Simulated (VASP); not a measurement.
Write the native input for VASP 6.6.1 that does the following.

| Item | Value |
| --- | --- |
| Task | single point |
| Functional | BLYP |
| Potentials or basis | VASP PAW PBE potentials, release 64 (Ni, Si) |
| Cutoff | 520 eV |
| k mesh | 9 × 8 × 6 |
| Occupations | fermi-dirac, width 0.05 eV |
| Spin | collinear spin, ferromagnetic start |
| Starting moments | [1.0, 1.0, 0.0, 0.0] μB |
| Dipole correction | no |
| Further INCAR settings | ALGO = Normal; EDIFF = 1e-07; NBANDS = 26 |

The structure of SiNi lies in POSCAR:

```
SiNi
1.0
    2.9427706600      0.0000000000      0.0000000000
    0.0000000000      3.2803255400      0.0000000000
    0.0000000000      0.0000000000      4.6774467600
Ni Si
2 2
Direct
    0.5000000000      0.5000000000      0.3424955900
    0.0000000000      0.0000000000      0.6575044100
    0.5000000000      0.5000000000      0.8431431600
    0.0000000000      0.0000000000      0.1568568400
```

The input as run:

INCAR

```
SYSTEM = SiNi
AGGAC = 1.0
AGGAX = 1.0
ALDAC = 0.0
ALDAX = 1.0
ALGO = Normal
EDIFF = 1E-7
ENCUT = 520
GGA = B5
ISIF = 2
ISMEAR = -1
ISPIN = 2
LASPH = .TRUE.
LCHARG = .TRUE.
LELF = .TRUE.
LMAXMIX = 4
LORBIT = 11
LREAL = .FALSE.
LVHAR = .TRUE.
LWAVE = .FALSE.
MAGMOM = 1 1 0 0
NBANDS = 26
NELM = 150
PREC = Accurate
SIGMA = 0.05
```

KPOINTS

```
k-points
0
G
  9 8 6
  0 0 0
```

Potentials or basis: VASP PAW PBE potentials, release 64 (Ni, Si).

Command:

```console
$ cat potpaw_PBE.64/Ni/POTCAR potpaw_PBE.64/Si/POTCAR > POTCAR
$ mpirun -np 1 vasp_std > vasp.out
```

It gave:

| Quantity | Value |
| --- | --- |
| Pressure | 16.3 GPa |
| Largest force | 0.140 eV/Å |
| Band gap on the k mesh | zero (filled and empty bands overlap) |
| Net moment | 0.00 μB per cell |
| Valence electrons inside the program's atomic spheres | Ni 9.63; Si 1.64 |

Caveat: the cell stands under pressure; the PAW data sets were made with another functional, which shifts forces and pressure a little.

Run time: 90 s on 1 thread of Intel(R) Xeon(R) 6975P-C (Granite Rapids), on a shared host, peak memory 0.28 GiB.
